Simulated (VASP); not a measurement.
Input of a VASP 6.6.1 run:

INCAR

```
SYSTEM = Be
  PREC = Accurate
  ENCUT = 520
  EDIFF = 1E-8
  ISMEAR = -1
  SIGMA = 0.05
  LREAL = .False.
  LASPH = .True.
  NELM = 100
  ALGO = Normal
  ISIF = 2
  LWAVE = .False.
  LCHARG = .False.
  GGA = PE
  LEFG = .True.
  NBANDS = 12
```

Contents of KPOINTS:

```
regular mesh
0
Gamma
  9 9 14
  0 0 0
```

File POSCAR:

```
Be
1.0
    3.7468140000      0.0000000000      0.0000000000
    0.0000000000      3.7468140000      0.0000000000
    0.0000000000      0.0000000000      2.2812800000
Be
4
Direct
    0.2974080000      0.2974080000      0.0000000000
    0.7025920000      0.7025920000      0.0000000000
    0.2025920000      0.7974080000      0.5000000000
    0.7974080000      0.2025920000      0.5000000000
```

Potentials or basis: VASP PAW PBE potentials, release 64 (Be).

Run with:

```console
$ cat potpaw_PBE.64/Be/POTCAR > POTCAR
$ mpirun -np 1 vasp_std > vasp.out
```

Estimate the pressure.

0.1 GPa.

Predict the band gap on the k mesh.

zero (bands 4 and 5 overlap by 2.03 eV).

Stress tensor (GPa, compression positive):
```
 0.59  0.00  0.00
 0.00  0.59  0.00
 0.00  0.00 -0.78
```

Caveat: without QUAD_EFG the Cq values of the log hold for a quadrupole moment of 1 mb, not for the nuclei.
